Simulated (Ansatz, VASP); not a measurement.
# Ir2O in VASP and in Ansatz

```xyz
3
Lattice="4.2274 0.0000 0.0000 -2.1137 3.6610 0.0000 0.0000 0.0000 2.6778" Properties=species:S:1:pos:R:3 pbc="T T T"
Ir    0.0000    2.4407    0.0000
Ir    2.1137    1.2203    0.0000
O     0.0000    0.0000    0.0000
```

Alike in both runs: functional PBE; k mesh 6 × 6 × 6; occupations gaussian, width 0.1 eV; no spin polarisation.

Ansatz relaxed the structure, and its values are those at the end. VASP's run is a single point on that final structure, the one shown.

|  | VASP | Ansatz |
| --- | --- | --- |
| version | VASP 6.6.1 | Ansatz 0.2.0 |
| potentials or method | VASP PAW PBE potentials, release 64 (Ir, O), cutoff 520 eV | scalar-relativistic, plane waves, PAW |
| valence electrons in the cell | 24 | 40 |

```tsv
	VASP	Ansatz	Ansatz less VASP
gap on the k mesh at the Fermi level (eV)	none	none	-
pressure (GPa)	0.3	0.1	-0.26
```

A gap of «none» marks a metal or a gap that the smearing closes. VASP's potentials hold 24 valence electrons a cell and Ansatz's 40, so a difference there can come from the potentials and not from the codes.

The k mesh is coarse, so the values compare programs but aren't converged. Neither program's run includes spin-orbit coupling.
